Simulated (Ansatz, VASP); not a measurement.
F in VASP and in Ansatz

```
CELL_PARAMETERS angstrom
3.17052 -1.88853 0.00000
3.17052 1.88853 0.00000
0.00000 0.00000 6.80644
ATOMIC_POSITIONS crystal
F 0.91399 0.08601 0.09250
F 0.58601 0.41399 0.59250
F 0.41399 0.58601 0.40750
F 0.08601 0.91399 0.90750
```

Alike in both runs: functional PBE; k mesh 8 × 8 × 4; occupations gaussian, width 0.02 eV; no spin polarisation.

Ansatz relaxed the structure, and its values are those at the end. VASP's run is a single point on that final structure, the one shown.

```csv
,VASP,Ansatz
version,VASP 6.6.1,Ansatz 0.2.0
potentials or method,"VASP PAW PBE potentials, release 64 (F), cutoff 600 eV","scalar-relativistic, plane waves, PAW"
valence electrons in the cell,28,28
```

```tsv
	VASP	Ansatz	Ansatz less VASP
gap on the k mesh at the Fermi level (eV)	3.10	3.16	+0.067
least direct gap on the mesh (eV)	3.10	3.16	+0.067
pressure (GPa)	0.3	0.0	-0.27
rms of the force components (eV/Å)	0.207	0.004	-0.2034
```

One of these differences is far larger than is usual between the two programs; its cause wasn't traced. With one functional, cell and mesh, what is left measures potentials, basis and numerics.
